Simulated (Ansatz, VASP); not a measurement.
Two plane-wave programs on SiC

The input INCAR:

```
SYSTEM = SiC
PREC     = Accurate       ! precision mode
ENCUT    = 520            ! plane-wave cutoff, eV
EDIFF    = 1E-6           ! SCF threshold, eV
ISMEAR   = 0              ! smearing method
SIGMA    = 0.05           ! smearing width, eV
LREAL    = .False.        ! projectors in reciprocal space
LASPH    = .True.         ! aspherical terms in the spheres
NELM     = 80             ! most SCF steps
ALGO     = Normal         ! electronic algorithm
ISIF     = 2              ! what is computed and relaxed
LWAVE    = .False.        ! write WAVECAR
LCHARG   = .False.        ! write CHGCAR
GGA      = PE             ! functional
IBRION   = 2              ! ionic algorithm
NSW      = 50             ! ionic steps
EDIFFG   = -0.01          ! ionic threshold
```

The input KPOINTS:

```
Automatic mesh
0
Gamma
  12 12 6
  0 0 0
```

POSCAR

```
SiC
1.0
    2.9566560977      0.0000000000      0.0000000000
   -1.4783280488      2.5605392908      0.0000000000
    0.0000000000      0.0000000000      4.6611683379
Si C
2 2
Direct
    0.3333333333      0.6666666667      0.0045639005
    0.6666666667      0.3333333333      0.5045639005
    0.3333333333      0.6666666667      0.3804360995
    0.6666666667      0.3333333333      0.8804360995
```

Input for Ansatz:

```yaml
crystal:
  lattice:
    - [2.9566560977, 0.0, 0.0]
    - [-1.4783280488, 2.5605392908, 0.0]
    - [0.0, 0.0, 4.6611683379]
  atoms:
    - { symbol: Si, position: [0.3333333333, 0.6666666667, 0.0045639005] }
    - { symbol: Si, position: [0.6666666667, 0.3333333333, 0.5045639005] }
    - { symbol: C, position: [0.3333333333, 0.6666666667, 0.3804360995] }
    - { symbol: C, position: [0.6666666667, 0.3333333333, 0.8804360995] }
basis:
  ecutwfc: 520.0
kpoints:
  mp_grid: { grid: [12, 12, 6] }
hamiltonian:
  xc: pbe
  pseudopotentials: { kind: paw, azcp: { folder: soft_1 } }
scf:
  occupations: { method: gaussian, width: 0.05 }
output:
  forces: true
  stress: true
  eigenvalues: true
relax:
  adjacent_minimum: "off"
  f_tol: 0.01
  max_steps: 30
```

Alike in both runs: task relaxation of the atoms; functional PBE; k mesh 12 × 12 × 6; occupations gaussian, width 0.05 eV; no spin polarisation.

|  | VASP | Ansatz |
| --- | --- | --- |
| version | VASP 6.6.1 | Ansatz 0.2.0 |
| potentials or method | VASP PAW PBE potentials, release 64 (Si, C), cutoff 520 eV | scalar-relativistic, plane waves, PAW |
| valence electrons in the cell | 16 | 16 |

|  | VASP | Ansatz | Ansatz less VASP |
| --- | --- | --- | --- |
| gap on the k mesh at the Fermi level, each at its own relaxed structure (eV) | 1.94 | 1.95 | +0.005 |

Ansatz's warnings: stress scf threshold loose.
